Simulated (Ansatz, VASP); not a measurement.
## One calculation of Sc, two programs

The input INCAR:

```
PREC = Accurate ; ENCUT = 520
EDIFF = 1E-7 ; ISMEAR = 0
SIGMA = 0.15 ; LREAL = F
LASPH = T ; NELM = 100
ALGO = Fast ; ISIF = 2
LWAVE = F ; LCHARG = F
GGA = PE ; NBANDS = 18
```

File KPOINTS:

```
Automatic mesh
0
Gamma
  18 18 10
```

File POSCAR:

```
Sc
1.0
    3.2095339604      0.0000000000      0.0000000000
   -1.6047669802      2.7795379440      0.0000000000
    0.0000000000      0.0000000000      5.2680000000
Sc
2
Direct
    0.3333333333      0.6666666667      0.2500000000
    0.6666666667      0.3333333333      0.7500000000
```

Input for Ansatz:

```yaml
crystal:
  lattice:
    - [3.2095339604, 0.0, 0.0]
    - [-1.6047669802, 2.779537944, 0.0]
    - [0.0, 0.0, 5.268]
  atoms:
    - { symbol: Sc, position: [0.3333333333, 0.6666666667, 0.25] }
    - { symbol: Sc, position: [0.6666666667, 0.3333333333, 0.75] }
basis:
  ecutwfc: 420
kpoints:
  mp_grid: { grid: [18, 18, 10] }
hamiltonian:
  xc: pbe
scf:
  occupations: { method: gaussian, width: 0.15 }
output:
  forces: true
  stress: true
  eigenvalues: true
```

Change from the starting cell: strain -0.030 along x and y, +0.000 along z, atoms carried along.

Alike in both runs: task single point; functional PBE; k mesh 18 × 18 × 10; occupations gaussian, width 0.15 eV; no spin polarisation.

```csv
,VASP,Ansatz
version,VASP 6.6.1,Ansatz 0.2.0
potentials or method,"VASP PAW PBE potentials, release 64 (Sc_sv), cutoff 520 eV","scalar-relativistic, plane waves, PAW"
valence electrons in the cell,22,22
```

Ansatz gave:

- gap on the k mesh at the Fermi level (eV): none
- pressure (GPa): 3.0
- traceless stress, the component that is largest in VASP (GPa): -2.83

**Question.** Estimate VASP's values.

**Answer.** gap on the k mesh at the Fermi level (eV): none; pressure (GPa): 3.1; traceless stress, the component that is largest in VASP (GPa): -2.83.

A gap of «none» marks a metal or a gap that the smearing closes.
